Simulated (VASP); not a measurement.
A run of VASP 6.6.1 is set up as follows.

INCAR

```
PREC = Accurate ; ENCUT = 520
EDIFF = 1E-7 ; ISMEAR = -1
SIGMA = 0.05 ; LREAL = False
LASPH = True ; NELM = 100
ALGO = Normal ; ISIF = 2
LWAVE = False ; LCHARG = False
GGA = PS ; IVDW = 13
NBANDS = 17
```

KPOINTS

```
Automatic mesh
0
Gamma
  7 7 7
```

The input POSCAR:

```
SnTe
1.0
    0.0000000000      3.1158974386      3.1158974386
    3.1158974386      0.0000000000      3.1158974386
    3.1158974386      3.1158974386      0.0000000000
Te Sn
1 1
Direct
    0.5000000000      0.5000000000      0.5000000000
    0.0000000000      0.0000000000      0.0000000000
```

Potentials or basis: VASP PAW PBE potentials, release 64 (Te, Sn_d).

Launch:

```console
$ cat potpaw_PBE.64/Te/POTCAR potpaw_PBE.64/Sn_d/POTCAR > POTCAR
$ mpirun -np 1 vasp_std > vasp.out
```

Task: Estimate the pressure.

Result: 0.0 GPa.

Task: Estimate the dispersion energy per atom.

Result: -0.261 eV.

Caveat: the PAW data sets were made with another functional, which shifts forces and pressure a little.
